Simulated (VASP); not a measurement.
Set up this calculation in VASP 6.6.1, as the native input.

```
Task                   : single point
Functional             : PBE
Potentials or basis    : VASP PAW PBE potentials, release 64 (Cd, Te)
Cutoff                 : 520 eV
k mesh                 : 11 × 11 × 11
Occupations            : fermi-dirac, width 0.05 eV
Spin                   : no spin polarisation
Dipole correction      : no
Further INCAR settings : ALGO = Normal; EDIFF = 1e-07; NBANDS = 16
```

The structure of CdTe (rocksalt type) lies in POSCAR:

```
CdTe
1.0
    0.0000000000      2.6386867655      2.6386867655
    2.6386867655      0.0000000000      2.6386867655
    2.6386867655      2.6386867655      0.0000000000
Cd Te
1 1
Direct
    0.0000000000      0.0000000000      0.0000000000
    0.5000000000      0.5000000000      0.5000000000
```

This cell differs from its parent crystal: volume scaled by 0.64.

These files were run (other wordings do the same):

INCAR

```
PREC = Accurate ; ENCUT = 520
EDIFF = 1E-7 ; ISMEAR = -1
SIGMA = 0.05 ; LREAL = F
LASPH = T ; NELM = 80
ALGO = Normal ; ISIF = 2
LWAVE = F ; LCHARG = F
GGA = PE ; NBANDS = 16
```

KPOINTS

```
regular mesh
0
Gamma
  11 11 11
```

Potentials or basis: VASP PAW PBE potentials, release 64 (Cd, Te).

The run is started by

```bash
$ cat potpaw_PBE.64/Cd/POTCAR potpaw_PBE.64/Te/POTCAR > POTCAR
$ mpirun -np 1 vasp_std > vasp.out
```

It gave:

The pressure is 63.5 GPa. The band gap on the k mesh is zero (band 9 reaches 10.00 eV, above the bottom of band 10 at 8.15 eV).

Caveat: spin-orbit coupling is left out, which moves the levels of the heavy elements.

Wall time 18 s on 1 thread of Intel Xeon 6975P-C, with other jobs on the host, peak memory 0.18 GiB.
